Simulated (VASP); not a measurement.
A run of VASP 6.6.1 is set up as follows.

The input INCAR:

```
PREC = Accurate ; ENCUT = 600
EDIFF = 1E-7 ; ISMEAR = 0
SIGMA = 0.1 ; LREAL = False
LASPH = True ; NELM = 100
ALGO = Normal ; ISIF = 3
LWAVE = False ; LCHARG = False
GGA = PE ; IVDW = 12
IBRION = 2 ; NSW = 70
EDIFFG = -0.005
```

KPOINTS

```
regular mesh
0
Gamma
  16 16 12
```

The input POSCAR:

```
CuAu
1.0
    2.8712762975      0.0000000000      0.0000000000
    0.0000000000      2.8712762975      0.0000000000
    0.0000000000      0.0000000000      3.6404327320
Cu Au
1 1
Direct
    0.5000000000      0.5000000000      0.5000000000
    0.0000000000      0.0000000000      0.0000000000
```

Potentials or basis: VASP PAW PBE potentials, release 64 (Cu, Au).

The run is started by

```console
$ cat potpaw_PBE.64/Cu/POTCAR potpaw_PBE.64/Au/POTCAR > POTCAR
$ mpirun -np 1 vasp_std > vasp.out
```

(1) Estimate the band gap on the k mesh.

(2) Estimate the relaxed cell.

(3) What does it give for the space group after relaxing (to 0.05 Å)?

Answers

(1) zero (band 11 reaches 14.22 eV, above the bottom of band 12 at 6.88 eV).

(2) a = 2.828 Å, b = 2.828 Å, c = 3.586 Å, α = 90.00°, β = 90.00°, γ = 90.00°.

(3) P4/mmm (No. 123).

Caveat: spin-orbit coupling is left out, which moves the levels of the heavy elements.
